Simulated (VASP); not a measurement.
Here is a VASP 6.6.1 calculation.

INCAR

```
SYSTEM = MgS
  PREC = Accurate
  ENCUT = 600
  EDIFF = 1E-6
  ISMEAR = -1
  SIGMA = 0.03
  LREAL = .False.
  LASPH = .True.
  NELM = 120
  ALGO = Normal
  ISIF = 2
  LWAVE = .False.
  LCHARG = .False.
  GGA = PS
  NBANDS = 16
  GGA_COMPAT = .False.
```

Contents of KPOINTS:

```
regular mesh
0
Gamma
  5 5 2
  0 0 0
```

The input POSCAR:

```
MgS
1.0
    4.0346224068      0.0000000000      0.0000000000
   -2.0173112034      3.4940854990      0.0000000000
    0.0000000000      0.0000000000      6.4322941800
S Mg
2 2
Direct
    0.6666666667      0.3333333333      0.8792441500
    0.3333333333      0.6666666667      0.3792441500
    0.3333333333      0.6666666667      0.9957548500
    0.6666666667      0.3333333333      0.4957548500
```

Potentials or basis: VASP PAW PBE potentials, release 64 (S, Mg).

Run with:

```sh
$ cat potpaw_PBE.64/S/POTCAR potpaw_PBE.64/Mg/POTCAR > POTCAR
$ mpirun -np 1 vasp_std > vasp.out
```

(1) Estimate the largest force.

(2) What does it give for the pressure?

Results:

(1) 0.045 eV/Å.

(2) -0.4 GPa.

Caveat: the k points lie up to 0.49 Å⁻¹ apart; the PAW data sets were made with another functional, which shifts forces and pressure a little.
